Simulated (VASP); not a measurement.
Here is a VASP 6.6.1 calculation.

POSCAR

```
Pd
1.0
    2.6501360138      0.0000000000      0.0000000000
   -1.3250680069      2.2950851114      0.0000000000
    0.0000000000      0.0000000000      8.6510296427
Pd
4
Direct
    0.0000000000      0.0000000000      0.0000000000
    0.3333333333      0.6666666667      0.2500000000
    0.0000000000      0.0000000000      0.5000000000
    0.6666666667      0.3333333333      0.7500000000
```

Contents of INCAR.step1:

```
SYSTEM = Pd
ALGO = Normal
EDIFF = 1E-4
ENCUT = 600
GGA = PE
ISMEAR = 0
LASPH = .True.
LCHARG = .False.
LREAL = .False.
LWAVE = .True.
NELM = 80
PREC = Accurate
SIGMA = 0.1
```

Contents of INCAR.step2:

```
SYSTEM = Pd
ALGO = Normal
EDIFF = 1E-7
EDIFFG = -0.05
ENCUT = 600
IBRION = 2
ISIF = 3
ISMEAR = 0
ISTART = 1
LASPH = .True.
LCHARG = .False.
LMIXTAU = .True.
LREAL = .False.
LWAVE = .False.
METAGGA = R2SCAN
NELM = 80
NSW = 80
PREC = Accurate
SIGMA = 0.1
```

The input KPOINTS:

```
k-points
0
Gamma
  12 12 4
  0 0 0
```

Potentials or basis: VASP PAW PBE potentials, release 64 (Pd).

Command:

```console
$ cat potpaw_PBE.64/Pd/POTCAR > POTCAR
$ cp INCAR.step1 INCAR
$ mpirun -np 1 vasp_std > vasp.out
$ cp INCAR.step2 INCAR
$ mpirun -np 1 vasp_std > vasp.out
```

Q: What does it give for the relaxed cell?

A: a = 2.763 Å, b = 2.763 Å, c = 9.071 Å, α = 90.00°, β = 90.00°, γ = 120.00°.

Q: Predict the space group after relaxing (to 0.1 Å).

A: P6_3/mmc (No. 194).

Q: Estimate the relaxed volume.

A: 14.99 Å³/atom.

The path:
| step | energy change (eV) | largest force (eV/Å) | pressure (GPa) | volume (Å³) |
| --- | --- | --- | --- | --- |
| 1 | 0.0000 | 0.0000 | 34.88 | 52.62 |
| 2 | 0.9913 | 0.0000 | -22.94 | 77.57 |
| 3 | -0.6905 | 0.0000 | -2.07 | 60.67 |
| 4 | -0.6949 | 0.0000 | -0.49 | 60.14 |
| 5 | -0.6951 | 0.0000 | -0.01 | 59.98 |
| 6 | -0.6957 | 0.0000 | 0.00 | 59.98 |

Caveat: the highest band is partly filled, so the run has too few bands; the PAW data sets were made with another functional, which shifts forces and pressure a little.
